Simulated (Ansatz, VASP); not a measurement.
One calculation of TaS2, two programs

File INCAR:

```
  PREC = Accurate
  ENCUT = 400
  EDIFF = 1E-8
  ISMEAR = -1
  SIGMA = 0.03
  LREAL = False
  LASPH = True
  NELM = 120
  ALGO = Normal
  ISIF = 2
  LWAVE = False
  LCHARG = False
  GGA = CA
  LEFG = True
  NBANDS = 18
  GGA_COMPAT = False
```

The input KPOINTS:

```
Automatic mesh
0
Gamma
  9 9 5
```

File POSCAR:

```
TaS2
1.0
    3.3500021206      0.0000000000      0.0000000000
   -1.6750010603      2.9011869392      0.0000000000
    0.0000000000      0.0000000000      5.9772000000
Ta S
1 2
Direct
    0.0000000000      0.0000000000      0.0000000000
    0.3333333333      0.6666666667      0.2500000000
    0.6666666667      0.3333333333      0.7500000000
```

Input for Ansatz:

```yaml
crystal:
  lattice:
    - [3.3500021206, 0.0, 0.0]
    - [-1.6750010603, 2.9011869392, 0.0]
    - [0.0, 0.0, 5.9772]
  atoms:
    - { symbol: Ta, position: [0.0, 0.0, 0.0] }
    - { symbol: S, position: [0.3333333333, 0.6666666667, 0.25] }
    - { symbol: S, position: [0.6666666667, 0.3333333333, 0.75] }
kpoints:
  mp_grid: { grid: [9, 9, 5] }
scf:
  occupations: { method: fermi_dirac, width: 0.03 }
hamiltonian:
  xc: lda
  pseudopotentials: { kind: all_electron, datasets: crystal }
output:
  forces: true
  stress: true
  eigenvalues: true
  efg: { contact_densities: true }
```

Change from the starting cell: zz strain of +2 %, crystal datasets.

Alike in both runs: task electric field gradients; functional LDA; k mesh 9 × 9 × 5; occupations fermi-dirac, width 0.03 eV; no spin polarisation.

```csv
,VASP,Ansatz
version,VASP 6.6.1,Ansatz 0.2.0
potentials or method,"VASP PAW LDA potentials, release 64 (Ta_pv, S), cutoff 400 eV","all-electron PAW with datasets made for the crystal, scalar-relativistic"
```

Ansatz gave:

- pressure (GPa): -1.4
- traceless stress, the component that is largest in VASP (GPa): 2.16
- rms of the force components (eV/Å): 0.151
- size of Vzz on the site where it differs most (V/Å²): 176.8

Problem. What did VASP give for the same quantities?

Solution. Pressure (GPa): -1.0; traceless stress, the component that is largest in VASP (GPa): 2.20; rms of the force components (eV/Å): 0.175; size of Vzz on the site where it differs most (V/Å²): 146.0.

LDA's correlation is that of Perdew and Zunger in VASP and of Perdew and Wang (1992) in Ansatz. Atom by atom the forces differ by 0.024 eV/Å (rms over components). Ansatz ran all-electron here, and VASP with PAW potentials.

Spin-orbit coupling is off throughout.
